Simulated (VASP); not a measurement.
**GaAs: single point with r2SCAN+D4**

The system is GaAs.

```
Ga As
1.0
     0.00000    2.84024    2.84024
     2.84024    0.00000    2.84024
     2.84024    2.84024    0.00000
Ga As
1 1
Direct
  0.00000 0.00000 0.00000
  0.75000 0.75000 0.75000
```

This cell differs from its parent crystal: volume scaled by 1.02.

```
Program                : VASP 6.6.1
Task                   : single point
Functional             : r2SCAN
Dispersion             : D4
Potentials or basis    : VASP PAW PBE potentials, release 64 (Ga_d, As)
Cutoff                 : 520 eV
k mesh                 : 8 × 8 × 8
Occupations            : gaussian, width 0.05 eV
Spin                   : no spin polarisation
Dipole correction      : no
Further INCAR settings : ALGO = Normal; EDIFF = 1e-06; NBANDS = 16
```

```json
{
 "Pressure": "-1.3 GPa",
 "Band gap on the k mesh": "0.88 eV, direct",
 "Dispersion energy per atom": "-0.142 eV"
}
```

Levels at points of the mesh, in eV from the valence-band top:
| k point | band 5 | band 6 | band 7 | band 8 | band 9 | band 10 | band 11 | band 12 | band 13 | band 14 |
| --- | --- | --- | --- | --- | --- | --- | --- | --- | --- | --- |
| (0.00, 0.00, 0.00) | -15.13 | -13.11 | 0.00 | 0.00 | 0.00 | 0.88 | 4.04 | 4.04 | 4.04 | 8.20 |
| (0.50, 0.00, 0.00) | -15.12 | -11.30 | -6.74 | -1.16 | -1.16 | 1.32 | 4.98 | 4.98 | 8.27 | 11.03 |
| (0.50, 0.50, 0.00) | -15.11 | -10.54 | -6.93 | -2.72 | -2.72 | 1.78 | 1.95 | 10.75 | 10.75 | 11.62 |

Run time: 2.5 min on 1 thread of AMD EPYC 7571, with other jobs on the host, peak memory 0.15 GiB.

Caveat: the PAW data sets were made with another functional, which shifts forces and pressure a little. A k mesh can miss the band edges.
